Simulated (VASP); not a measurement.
# BiB (F-43m) in VASP: notebook

Aim: see how the results for BiB move with the level of theory and the settings. Levels: PBEsol, PBE-based screened hybrid with 75 % exact exchange, PBE-based screened hybrid with 40 % exact exchange, PBE-based global hybrid with 35 % exact exchange. Tasks: single point.

All numbers are computed with VASP 6.6.1; they aren't measurements. Logs are shortened: lines on timing, memory, paths and dates and some standing lists are left out, and cuts for length are marked.

**1. The cell of the first run**

It takes space group F-43m (No. 216, cubic). Conventional cell: a = 5.490 Å, b = 5.490 Å, c = 5.490 Å, α = 90.00°, β = 90.00°, γ = 90.00°. B (site symmetry -43m) has 4 Bi at 2.38 Å within 3.1 Å. Within 3.1 Å of Bi (site symmetry -43m) lie 4 B at 2.38 Å.

**2. Single point, PBEsol**

Contents of INCAR:

```
  ALGO = Normal
  EDIFF = 1E-7
  ENCUT = 520
  GGA = PS
  ISIF = 2
  ISMEAR = 1
  LASPH = T
  LCHARG = F
  LREAL = F
  LWAVE = F
  NBANDS = 16
  NELM = 100
  PREC = Accurate
  SIGMA = 0.0448
```

Contents of KPOINTS:

```
k-points
0
Gamma
  6 6 6
```

Contents of POSCAR:

```
BiB
1.0
    0.0000000000      2.7448744688      2.7448744688
    2.7448744688      0.0000000000      2.7448744688
    2.7448744688      2.7448744688      0.0000000000
B Bi
1 1
Direct
    0.0000000000      0.0000000000      0.0000000000
    0.2500000000      0.2500000000      0.2500000000
```

Potentials or basis: VASP PAW PBE potentials, release 64 (B, Bi_d).

The run is started by

```console
cat potpaw_PBE.64/B/POTCAR potpaw_PBE.64/Bi_d/POTCAR > POTCAR
mpirun -np 1 vasp_std > vasp.out
```

OUTCAR:

```text
EDIFF = 1E-7
   ENCUT = 520
   GGA = PS
   ISIF = 2
   ISMEAR = 1
   LASPH = T
   LREAL = F
   NELM = 100
   PREC = Accurate

 ion  position               nearest neighbor table
   1  0.000  0.000  0.000-   2 2.38   2 2.38   2 2.38   2 2.38
   2  0.250  0.250  0.250-   1 2.38   1 2.38   1 2.38   1 2.38

  LATTYP: Found a face centered cubic cell.
 ALAT       =     5.4897489376

  Lattice vectors:

 A1 = (   0.0000000000,   2.7448744688,   2.7448744688)
 A2 = (   2.7448744688,   0.0000000000,   2.7448744688)
 A3 = (   2.7448744688,   2.7448744688,   0.0000000000)

Analysis of symmetry for initial positions (statically):
=====================================================================
 Subroutine PRICEL returns:
 Original cell was already a primitive cell.

 Routine SETGRP: Setting up the symmetry group for a
 face centered cubic supercell.

 Subroutine GETGRP returns: Found 24 space group operations
 (whereof 24 operations were pure point group operations)
 out of a pool of 48 trial point group operations.

The static configuration has the point symmetry T_d .

Analysis of symmetry for dynamics (positions and initial velocities):
=====================================================================
 Subroutine PRICEL returns:
 Original cell was already a primitive cell.

 Routine SETGRP: Setting up the symmetry group for a
 face centered cubic supercell.

 Subroutine GETGRP returns: Found 24 space group operations
 (whereof 24 operations were pure point group operations)
 out of a pool of 48 trial point group operations.

The dynamic configuration has the point symmetry T_d .

 Subroutine INISYM returns: Found 24 space group operations
 (whereof 24 operations are pure point group operations),
 and found     1 'primitive' translations

----------------------------------------------------------------------------------------

                                     Primitive cell

  volume of cell :      41.3616

  direct lattice vectors                    reciprocal lattice vectors
     0.000000000  2.744874469  2.744874469    -0.182157693  0.182157693  0.182157693
     2.744874469  0.000000000  2.744874469     0.182157693 -0.182157693  0.182157693
     2.744874469  2.744874469  0.000000000     0.182157693  0.182157693 -0.182157693

  length of vectors
     3.881838701  3.881838701  3.881838701     0.315506379  0.315506379  0.315506379

  position of ions in fractional coordinates (direct lattice)
     0.000000000  0.000000000  0.000000000
     0.250000000  0.250000000  0.250000000

  ion indices of the primitive-cell ions
   primitive index   ion index
                 1           1
                 2           2

----------------------------------------------------------------------------------------

 KPOINTS: k-points

Automatic generation of k-mesh.
 Grid dimensions read from file:
 generate k-points for:    6    6    6

 Generating k-lattice:

  Cartesian coordinates                     Fractional coordinates (reciprocal lattice)
    -0.030359615  0.030359615  0.030359615     0.166666667  0.000000000  0.000000000
     0.030359615 -0.030359615  0.030359615     0.000000000  0.166666667  0.000000000
     0.030359615  0.030359615 -0.030359615     0.000000000  0.000000000  0.166666667

  Length of vectors
     0.052584396  0.052584396  0.052584396

  Shift w.r.t. Gamma in fractional coordinates (k-lattice)
     0.000000000  0.000000000  0.000000000

 Subroutine IBZKPT returns following result:
 ===========================================

 Found     16 irreducible k-points:

 Following reciprocal coordinates:
            Coordinates               Weight
  0.000000  0.000000  0.000000      1.000000
  0.166667  0.000000  0.000000      8.000000
  0.333333  0.000000  0.000000      8.000000
  0.500000  0.000000  0.000000      4.000000
  0.166667  0.166667  0.000000      6.000000
  0.333333  0.166667  0.000000     24.000000
[... 8 lines left out ...]
 -0.333333  0.333333  0.166667     24.000000
 -0.333333  0.500000  0.166667     12.000000
   k-points           NKPTS =     16   k-points in BZ     NKDIM =     16   number of bands    NBANDS=     16
   number of dos      NEDOS =    301   number of ions     NIONS =      2
   total plane-waves  NPLWV =  27000
   dimension x,y,z NGX =    30 NGY =   30 NGZ =   30
   dimension x,y,z NGXF=    60 NGYF=   60 NGZF=   60
   ions per type =               1   1
   NGX,Y,Z   is equivalent  to a cutoff of  12.85, 12.85, 12.85 a.u.
   NGXF,Y,Z  is equivalent  to a cutoff of  25.70, 25.70, 25.70 a.u.
 SYSTEM =  unknown system
   PREC   = accura    normal or accurate (medium, high low for compatibility)
   ISTART =      0    job   : 0-new  1-cont  2-samecut
   ICHARG =      2    charge: 1-file 2-atom 10-const
   ISPIN  =      1    spin polarized calculation?
   LNONCOLLINEAR =      F non collinear calculations
   LSORBIT =      F    spin-orbit coupling
   LASPH  =      T    aspherical Exc in radial PAW
   ENCUT  =  520.0 eV  38.22 Ry    6.18 a.u.   7.22  7.22  7.22*2*pi/ulx,y,z
   NELM   =    100;   NELMIN=  2; NELMDL= -5     # of ELM steps
   EDIFF  = 0.1E-06   stopping-criterion for ELM
   LREAL  =      F    real-space projection
   EDIFFG = 0.1E-05   stopping-criterion for IOM
   NSW    =      0    number of steps for IOM
   IBRION =     -1    ionic relax: 0-MD 1-quasi-New 2-CG
   NFREE  =      0    steps in history (QN), initial steepest desc. (CG)
   ISIF   =      2    stress and relaxation
   ISYM   =      2    0-nonsym 1-usesym 2-fastsym
   POTIM  = 0.5000    time-step for ionic-motion
   TEBEG  =    0.0;   TEEND  =   0.0 temperature during run
   PSTRESS=    0.0 pullay stress
   NELECT =      18.0000    total number of electrons
   NUPDOWN=      -1.0000    fix difference up-down
   EMIN   =  10.00;   EMAX   =-10.00  energy-range for DOS
   EFERMI =   0.00;   METHOD = LEGACY
   ISMEAR =     1;   SIGMA  =   0.04  broadening in eV -4-tet -1-fermi 0-gaus
   EFERMI_NEDOS =   21; number of points for ismear=-14 and -15
   IALGO  =     38    algorithm
   IMIX   =      4    mixing-type and parameters
     AMIX     =   0.40;   BMIX     =  1.00
     AMIX_MAG =   1.60;   BMIX_MAG =  1.00
  volume/ion in A,a.u.               =      20.68       139.56
  Fermi-wavevector in a.u.,A,eV,Ry     =   1.240604  2.344402 20.940704  1.539098
  Thomas-Fermi vector in A             =   2.375038
   LORBIT       =      0    0 simple, 1 ext, 2 COOP (PROOUT), +10 PAW based schemes
   GGA     = PS    functional components
   LHFCALC =     F    Hartree Fock is set to
   AEXX    =    0.0000 exact exchange contribution
   IVDW    =     0    specifies the selected vdW correction
   LEPSILON=     F    determine dielectric tensor
   LRPA    =     F    only Hartree local field effects (RPA)
 non-spin polarized calculation
 Methfessel and Paxton  Order N= 1 SIGMA  =   0.04
  energy-cutoff  :      520.00
  volume of cell :       41.36
 maximum number of plane-waves:      1139
 NGX is ok and might be reduce to    30
   NGX = 15   NGY = 15   NGZ = 15

 number of electron      17.9999997 magnetization

 Free energy of the ion-electron system (eV)
  ---------------------------------------------------
  ext. energy  EPLUGINS =         0.00000000
  ---------------------------------------------------
  free energy    TOTEN  =        -9.72944499 eV

  energy without entropy =       -9.72948107  energy(sigma->0) =       -9.72945702

 E-fermi :   7.0600     XC(G=0): -10.2028

 val. band max:        7.0222452674   @ k =   0.0000   0.0000   0.0000
 cond. band min:       7.3237107967   @ k =   0.0000   0.0000   0.0000
 fundamental gap:      0.3014655293
 Fermi energy:         7.0599615747

 k-point     1 :       0.0000    0.0000    0.0000
  band No.  band energies     occupation
      1     -16.0555      2.00000
      2     -16.0555      2.00000
      3     -16.0555      2.00000
      4     -15.9704      2.00000
      5     -15.9704      2.00000
      6      -7.1579      2.00000
[... 8 lines left out ...]
     15      17.4577      0.00000
     16      17.4577      0.00000

 k-point     2 :       0.1667    0.0000    0.0000
  band No.  band energies     occupation
      1     -16.0538      2.00000
      2     -16.0454      2.00000
      3     -16.0454      2.00000
      4     -15.9694      2.00000
      5     -15.9694      2.00000
      6      -6.8056      2.00000
[... 8 lines left out ...]
     15      16.3579      0.00000
     16      16.3579      0.00000

 k-point     3 :       0.3333    0.0000    0.0000
  band No.  band energies     occupation
      1     -16.0510      2.00000
      2     -16.0328      2.00000
      3     -16.0328      2.00000
      4     -15.9598      2.00000
      5     -15.9598      2.00000
      6      -5.8557      2.00000
[... 8 lines left out ...]
     15      16.7807      0.00000
     16      16.7807      0.00000

 k-point     4 :       0.5000    0.0000    0.0000
  band No.  band energies     occupation
      1     -16.0500      2.00000
      2     -16.0306      2.00000
      3     -16.0306      2.00000
      4     -15.9508      2.00000
      5     -15.9508      2.00000
      6      -5.0974      2.00000
[... 8 lines left out ...]
     15      18.1588      0.00000
     16      18.1588      0.00000
[... 172 lines left out ...]
 k-point    14 :       0.5000    0.3333    0.1667
  band No.  band energies     occupation
      1     -16.0613      2.00000
      2     -16.0169      2.00000
      3     -15.9947      2.00000
      4     -15.9807      2.00000
      5     -15.9511      2.00000
      6      -5.0732      2.00000
[... 8 lines left out ...]
     15      18.4329      0.00000
     16      18.9306      0.00000

 k-point    15 :      -0.3333    0.3333    0.1667
  band No.  band energies     occupation
      1     -16.0492      2.00000
      2     -16.0220      2.00000
      3     -15.9886      2.00000
      4     -15.9743      2.00000
      5     -15.9552      2.00000
      6      -4.4452      2.00000
[... 8 lines left out ...]
     15      18.1066      0.00000
     16      19.4075      0.00000

 k-point    16 :      -0.3333    0.5000    0.1667
  band No.  band energies     occupation
      1     -16.0676      2.00000
      2     -15.9984      2.00000
      3     -15.9969      2.00000
      4     -15.9684      2.00000
      5     -15.9499      2.00000
      6      -4.1463      2.00000
[... 8 lines left out ...]
     15      19.1147      0.00000
     16      20.0221      0.00000

------------------------ aborting loop because EDIFF is reached ----------------------------------------

  FORCE on cell =-STRESS in cart. coord.  units (eV):
  Direction    XX          YY          ZZ          XY          YZ          ZX
  --------------------------------------------------------------------------------------
  -------------------------------------------------------------------------------------
  Total       -0.4348706     -0.4348706     -0.4348706     -0.0000000      0.0000000      0.0000000
  in kB      -16.8450834    -16.8450834    -16.8450834     -0.0000000      0.0000000      0.0000000
  external PRESSURE =     -16.8450834 kB  Pullay stress =       0.0000000 kB

 VOLUME and BASIS-vectors are now :
 -----------------------------------------------------------------------------
  energy-cutoff  :      520.00
  volume of cell :       41.36
      direct lattice vectors                 reciprocal lattice vectors
     0.000000000  2.744874469  2.744874469    -0.182157693  0.182157693  0.182157693
     2.744874469  0.000000000  2.744874469     0.182157693 -0.182157693  0.182157693
     2.744874469  2.744874469  0.000000000     0.182157693  0.182157693 -0.182157693

 POSITION                                       TOTAL-FORCE (eV/Angst)
 -----------------------------------------------------------------------------------
      0.00000      0.00000      0.00000        -0.000000     -0.000000     -0.000000
      1.37244      1.37244      1.37244         0.000000      0.000000      0.000000
 -----------------------------------------------------------------------------------
    total drift:                                0.000000      0.000000      0.000000

  FREE ENERGIE OF THE ION-ELECTRON SYSTEM (eV)
  ---------------------------------------------------
  free  energy   TOTEN  =        -9.7294449908 eV

  energy  without entropy=       -9.7294810666  energy(sigma->0) =       -9.72945702
```

It took 19 s on 1 thread of Intel Xeon 8259CL, shared host; peak memory 0.17 GiB.

What came out:

* Free energy: -9.7294 eV
* Pressure: -1.7 GPa
* Band gap on the k mesh: 0.30 eV

Caveat: the PAW data sets were made with another functional, which shifts forces and pressure a little; spin-orbit coupling is left out, which moves the levels of the heavy elements. A k mesh can miss the band edges.

**3. Single point, PBE-based screened hybrid with 75 % exact exchange**

POSCAR is that of step 2.

Contents of INCAR.step1:

```
SYSTEM = BiB
PREC     = Accurate       ! precision mode
ENCUT    = 520            ! plane-wave cutoff, eV
EDIFF    = 1E-5           ! SCF threshold, eV
ISMEAR   = 0              ! smearing method
SIGMA    = 0.01           ! smearing width, eV
LREAL    = .False.        ! projectors in reciprocal space
LASPH    = .True.         ! aspherical terms in the spheres
NELM     = 60             ! most SCF steps
ALGO     = Normal         ! electronic algorithm
ISIF     = 2              ! what is computed and relaxed
LWAVE    = .True.         ! write WAVECAR
LCHARG   = .False.        ! write CHGCAR
GGA      = PE             ! functional
NBANDS   = 16             ! bands
```

Contents of INCAR.step2:

```
SYSTEM = BiB
PREC     = Accurate       ! precision mode
ENCUT    = 520            ! plane-wave cutoff, eV
EDIFF    = 1E-6           ! SCF threshold, eV
ISMEAR   = 0              ! smearing method
SIGMA    = 0.01           ! smearing width, eV
LREAL    = .False.        ! projectors in reciprocal space
LASPH    = .True.         ! aspherical terms in the spheres
NELM     = 60             ! most SCF steps
ALGO     = Normal         ! electronic algorithm
ISIF     = 2              ! what is computed and relaxed
LWAVE    = .False.        ! write WAVECAR
LCHARG   = .False.        ! write CHGCAR
GGA      = PE             ! functional
LHFCALC  = .True.         ! exact exchange
AEXX     = 0.75           ! exact-exchange fraction
HFSCREEN = 0.3            ! screening, 1/A
PRECFOCK = Normal       
ISTART   = 1            
NBANDS   = 16             ! bands
```

Contents of KPOINTS:

```
Automatic mesh
0
Gamma
  4 4 4
  0 0 0
```

Potentials or basis: VASP PAW PBE potentials, release 64 (B, Bi_d).

The run is started by

```console
cat potpaw_PBE.64/B/POTCAR potpaw_PBE.64/Bi_d/POTCAR > POTCAR
cp INCAR.step1 INCAR
mpirun -np 1 vasp_std > vasp.out
cp INCAR.step2 INCAR
mpirun -np 1 vasp_std > vasp.out
```

Run time: 13 min. Hardware: 1 thread of Intel Xeon 8259CL, shared host; peak memory 0.27 GiB.

The run converged. Its results:

| Quantity | Value |
| --- | --- |
| Free energy | -12.4633 eV |
| Pressure | -6.2 GPa |
| Band gap on the k mesh | 1.85 eV (least direct gap 2.08 eV) |

Levels at points of the mesh, in eV from the valence-band top:
| k point | band 5 | band 6 | band 7 | band 8 | band 9 | band 10 | band 11 | band 12 | band 13 | band 14 |
| --- | --- | --- | --- | --- | --- | --- | --- | --- | --- | --- |
| (0.00, 0.00, 0.00) | -28.37 | -17.75 | 0.00 | 0.00 | 0.00 | 2.08 | 4.37 | 4.37 | 4.37 | 8.19 |
| (0.50, 0.00, 0.00) | -28.35 | -14.88 | -9.76 | -1.97 | -1.97 | 1.85 | 5.92 | 5.92 | 8.18 | 11.09 |
| (0.50, 0.50, 0.00) | -28.33 | -13.41 | -10.21 | -4.28 | -4.28 | 1.98 | 2.28 | 11.31 | 11.86 | 11.86 |

Caveat: the k points lie up to 0.50 Å⁻¹ apart; the PAW data sets were made with another functional, which shifts forces and pressure a little; spin-orbit coupling is left out, which moves the levels of the heavy elements.

**4. Single point, PBE-based screened hybrid with 40 % exact exchange**

POSCAR is that of step 3.

Contents of INCAR.step1:

```
ALGO = Normal
EDIFF = 1E-5
ENCUT = 520
GGA = PE
ISIF = 2
ISMEAR = 0
LASPH = True
LCHARG = False
LREAL = False
LWAVE = True
NBANDS = 16
NELM = 60
PREC = Accurate
SIGMA = 0.01
```

Contents of INCAR.step2:

```
AEXX = 0.4
ALGO = Normal
EDIFF = 1E-6
ENCUT = 520
GGA = PE
HFSCREEN = 0.3
ISIF = 2
ISMEAR = 0
ISTART = 1
LASPH = True
LCHARG = False
LHFCALC = True
LREAL = False
LWAVE = False
NBANDS = 16
NELM = 60
PREC = Accurate
PRECFOCK = Normal
SIGMA = 0.01
```

Contents of KPOINTS:

```
k-points
0
Gamma
  4 4 4
```

The run is started by

```console
cat potpaw_PBE.64/B/POTCAR potpaw_PBE.64/Bi_d/POTCAR > POTCAR
cp INCAR.step1 INCAR
mpirun -np 1 vasp_std > vasp.out
cp INCAR.step2 INCAR
mpirun -np 1 vasp_std > vasp.out
```

Run time: 12 min. Hardware: 1 thread of Intel Xeon 8259CL, shared host; peak memory 0.27 GiB.

Results (log left out):

```yaml
Free_energy: -10.6483 eV
Pressure: -3.0 GPa
Band_gap_on_the_k_mesh: 1.12 eV (least direct gap 1.16 eV)
```

Levels at points of the mesh, in eV from the valence-band top:
```tsv
k point	band 5	band 6	band 7	band 8	band 9	band 10	band 11	band 12	band 13	band 14
(0.00, 0.00, 0.00)	-25.92	-16.10	0.00	0.00	0.00	1.16	3.59	3.59	3.59	7.25
(0.50, 0.00, 0.00)	-25.90	-13.60	-8.83	-1.81	-1.81	1.12	5.06	5.06	7.16	9.80
(0.50, 0.50, 0.00)	-25.89	-12.40	-9.13	-3.92	-3.92	1.42	1.63	9.90	10.33	10.33
```

Caveat: the k points lie up to 0.50 Å⁻¹ apart; the PAW data sets were made with another functional, which shifts forces and pressure a little; spin-orbit coupling is left out, which moves the levels of the heavy elements. A k mesh can miss the band edges.

**5. Single point, PBE-based global hybrid with 35 % exact exchange**

POSCAR is that of step 4.

Contents of INCAR.step1:

```
PREC = Accurate
ENCUT = 520
EDIFF = 1E-5
ISMEAR = 0
SIGMA = 0.01
LREAL = F
LASPH = T
NELM = 80
ALGO = Normal
ISIF = 2
LWAVE = T
LCHARG = F
NBANDS = 16
GGA = PE
```

Contents of INCAR.step2:

```
PREC = Accurate
ENCUT = 520
EDIFF = 1E-6
ISMEAR = 0
SIGMA = 0.01
LREAL = F
LASPH = T
NELM = 80
ALGO = Normal
ISIF = 2
LWAVE = F
LCHARG = F
GGA = PE
LHFCALC = T
AEXX = 0.35
PRECFOCK = Normal
NBANDS = 16
ISTART = 1
```

Contents of KPOINTS:

```
Automatic mesh
0
Gamma
  4 4 4
```

The run is started by

```console
cat potpaw_PBE.64/B/POTCAR potpaw_PBE.64/Bi_d/POTCAR > POTCAR
cp INCAR.step1 INCAR
mpirun -np 1 vasp_std > vasp.out
cp INCAR.step2 INCAR
mpirun -np 1 vasp_std > vasp.out
```

It took 12 min on 1 thread of Intel Xeon 8259CL, shared host; peak memory 0.18 GiB.

The run converged. Its results:

| Property | Result |
| --- | --- |
| Free energy | -12.1856 eV |
| Pressure | -3.4 GPa |
| Band gap on the k mesh | 2.28 eV (least direct gap 2.34 eV) |

Levels at points of the mesh, in eV from the valence-band top:
```csv
k point,band 7,band 8,band 9,band 10,band 11,band 12
"(0.00, 0.00, 0.00)",0.00,0.00,0.00,2.34,4.76,4.76
"(0.50, 0.00, 0.00)",-8.94,-1.84,-1.84,2.28,6.25,6.25
"(0.50, 0.50, 0.00)",-9.20,-3.98,-3.98,2.58,2.78,11.07
```

Caveat: the k points lie up to 0.50 Å⁻¹ apart; the PAW data sets were made with another functional, which shifts forces and pressure a little; spin-orbit coupling is left out, which moves the levels of the heavy elements.

**6. Summary**

| level | k mesh | smearing | grid for exact exchange (PRECFOCK) | share of exact exchange | screening parameter | gap on the mesh (eV) | pressure (GPa) |
| --- | --- | --- | --- | --- | --- | --- | --- |
| PBEsol | 6 × 6 × 6 | methfessel-paxton 0.0448 eV | - | - | - | 0.30 | -1.7 |
| PBE-based screened hybrid with 75 % exact exchange | 4 × 4 × 4 | gaussian 0.01 eV | Normal | 0.75 | 0.3 1/Å | 1.85 | -6.2 |
| PBE-based screened hybrid with 40 % exact exchange | 4 × 4 × 4 | gaussian 0.01 eV | Normal | 0.4 | 0.3 1/Å | 1.12 | -3.0 |
| PBE-based global hybrid with 35 % exact exchange | 4 × 4 × 4 | gaussian 0.01 eV | Normal | 0.35 | - | 2.28 | -3.4 |

Alike in all rows: task single point; potentials or basis VASP PAW PBE potentials, release 64 (B, Bi_d); no spin polarisation; cell as given; cutoff (eV) 520.

Caveats: some runs use coarse meshes; the PAW data sets were made with another functional, which shifts forces and pressure a little; spin-orbit coupling is left out, which moves the levels of the heavy elements.

Absolute energies hang on the potentials; compare differences alone.
